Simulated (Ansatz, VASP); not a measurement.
**One calculation of BaTiO3, two programs**

Contents of INCAR:

```
ALGO = Normal
EDIFF = 1E-7
ENCUT = 520
GGA = PE
ISIF = 2
ISMEAR = 0
LASPH = True
LCHARG = True
LELF = True
LREAL = False
LVHAR = True
LWAVE = False
NBANDS = 28
NELM = 60
PREC = Accurate
SIGMA = 0.05
```

Contents of KPOINTS:

```
k-points
0
Gamma
  6 6 6
```

File POSCAR:

```
BaTiO3
1.0
    4.0458817704      0.0000000000      0.0000000000
    0.0000000000      4.0458817704      0.0000000000
    0.0000000000      0.0000000000      4.0458817704
Ba Ti O
1 1 3
Direct
    0.5000000000      0.5000000000      0.5000000000
    0.0000000000      0.0000000000      0.0000000000
    0.5000000000      0.0000000000      0.0000000000
    0.0000000000      0.5000000000      0.0000000000
    0.0000000000      0.0000000000      0.5000000000
```

Input for Ansatz:

```yaml
crystal:
  lattice:
    - [4.0458817704, 0.0, 0.0]
    - [0.0, 4.0458817704, 0.0]
    - [0.0, 0.0, 4.0458817704]
  atoms:
    - { symbol: Ba, position: [0.5, 0.5, 0.5] }
    - { symbol: Ti, position: [0.0, 0.0, 0.0] }
    - { symbol: O, position: [0.5, 0.0, 0.0] }
    - { symbol: O, position: [0.0, 0.5, 0.0] }
    - { symbol: O, position: [0.0, 0.0, 0.5] }
basis:
  ecutwfc: 420
  ecutrho_ratio: 4
kpoints:
  mp_grid: { grid: [6, 6, 6] }
hamiltonian:
  xc: pbe
scf:
  occupations: { method: gaussian, width: 0.05 }
output:
  forces: true
  stress: true
  eigenvalues: true
```

Alike in both runs: task single point; functional PBE; k mesh 6 × 6 × 6; occupations gaussian, width 0.05 eV; no spin polarisation.

|  | VASP | Ansatz |
| --- | --- | --- |
| version | VASP 6.6.1 | Ansatz 0.2.0 |
| potentials or method | VASP PAW PBE potentials, release 64 (Ba_sv, Ti_sv, O), cutoff 520 eV | scalar-relativistic, plane waves, PAW |
| valence electrons in the cell | 40 | 40 |

```csv
,VASP,Ansatz,Ansatz less VASP
gap on the k mesh at the Fermi level (eV),1.68,1.74,+0.062
least direct gap on the mesh (eV),1.85,1.88,+0.025
pressure (GPa),-1.5,-3.1,-1.59
```

Neither program's run includes spin-orbit coupling.
